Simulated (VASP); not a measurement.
A run of VASP 6.6.1 is set up as follows.

The input INCAR:

```
  PREC = Accurate
  ENCUT = 520
  EDIFF = 1E-6
  ISMEAR = 0
  SIGMA = 0.15
  LREAL = False
  LASPH = True
  NELM = 100
  ALGO = Normal
  ISIF = 2
  LWAVE = False
  LCHARG = False
  GGA = PS
  NBANDS = 14
```

The input KPOINTS:

```
regular mesh
0
Gamma
  18 18 18
```

File POSCAR:

```
ZrB
1.0
    0.0029062500      2.3250000000      2.3250000000
    2.3279062500      0.0000000000      2.3279062500
    2.3250000000      2.3250000000      0.0029062500
Zr B
1 1
Direct
    0.0000000000      0.0000000000      0.0000000000
    0.5000000000      0.5000000000      0.5000000000
```

Potentials or basis: VASP PAW PBE potentials, release 64 (Zr_sv, B).

Run with:

```console
$ cat potpaw_PBE.64/Zr_sv/POTCAR potpaw_PBE.64/B/POTCAR > POTCAR
$ mpirun -np 1 vasp_std > vasp.out
```

(1) Estimate the band gap on the k mesh.

(2) Predict the pressure.

Answers

(1) zero (an odd number of electrons rules out a gap without spin polarisation).

(2) 29.7 GPa.

Caveat: the cell differs from its parent crystal (strain +0.0025 x Voigt [0, 0, 0, 0, 1, 0]); the cell stands under pressure; the PAW data sets were made with another functional, which shifts forces and pressure a little.
